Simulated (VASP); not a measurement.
MgO: single point with LDA

The system is MgO.

```
CELL_PARAMETERS angstrom
0.00000 2.09700 2.09700
2.09700 0.00000 2.09700
2.09700 2.09700 0.00000
ATOMIC_POSITIONS crystal
Mg 0.00000 0.00000 0.00000
O 0.50000 0.50000 0.50000
```

```yaml
Program: VASP 6.6.1
Task: single point
Functional: LDA
Potentials_or_basis: VASP PAW LDA potentials, release 64 (Mg, O)
Cutoff: 600 eV
k_mesh: 11 × 11 × 11
Occupations: gaussian, width 0.01 eV
Spin: no spin polarisation
Dipole_correction: no
Further_INCAR_settings: ALGO = Normal; EDIFF = 1e-06; NBANDS = 11
```

| Property | Result |
| --- | --- |
| Pressure | -6.0 GPa |
| Band gap on the k mesh | 4.78 eV |

Levels at points of the mesh, in eV from the valence-band top:
```
           k point  band 1  band 2  band 3  band 4  band 5  band 6  band 7  band 8  band 9
(0.00, 0.00, 0.00)  -17.07    0.00    0.00    0.00    4.78   15.60   15.60   15.60   19.66
```

Run time: 6.4 s on 1 thread of AMD EPYC 9R45 96-Core Processor (Zen 5) (shared host), peak memory 0.11 GiB.

Caveat: the cell stands under tension.
